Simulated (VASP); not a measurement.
A run of VASP 6.6.1:

Contents of INCAR:

```
SYSTEM = Y
ALGO = Normal
EDIFF = 1E-6
ENCUT = 520
GGA = PS
ISIF = 2
ISMEAR = -1
LASPH = .True.
LCHARG = .False.
LREAL = .False.
LWAVE = .False.
NBANDS = 24
NELM = 80
PREC = Accurate
SIGMA = 0.05
```

The input KPOINTS:

```
k-points
0
Gamma
  8 8 10
  0 0 0
```

Contents of POSCAR:

```
Y
1.0
    4.9410501544      0.0000000000      0.0000000000
   -2.4705250772      4.2790749551      0.0000000000
    0.0000000000      0.0000000000      2.9709909108
Y
3
Direct
    0.0000000000      0.0000000000      0.0000000000
    0.3333333333      0.6666666667      0.5000000000
    0.6666666667      0.3333333333      0.5000000000
```

Potentials or basis: VASP PAW PBE potentials, release 64 (Y_sv).

Command:

```console
$ cat potpaw_PBE.64/Y_sv/POTCAR > POTCAR
$ mpirun -np 1 vasp_std > vasp.out
```

Hardware: 1 thread of AMD EPYC 7R13 Processor (Zen 3) (shared host).

**Question.** How long does it take, and how much memory?

**Answer.** Run time: 81 s on 1 thread of AMD EPYC 7R13 Processor (Zen 3), with other jobs on the host, peak memory 0.2 GiB. Counts: scf iterations 12, k points 60.
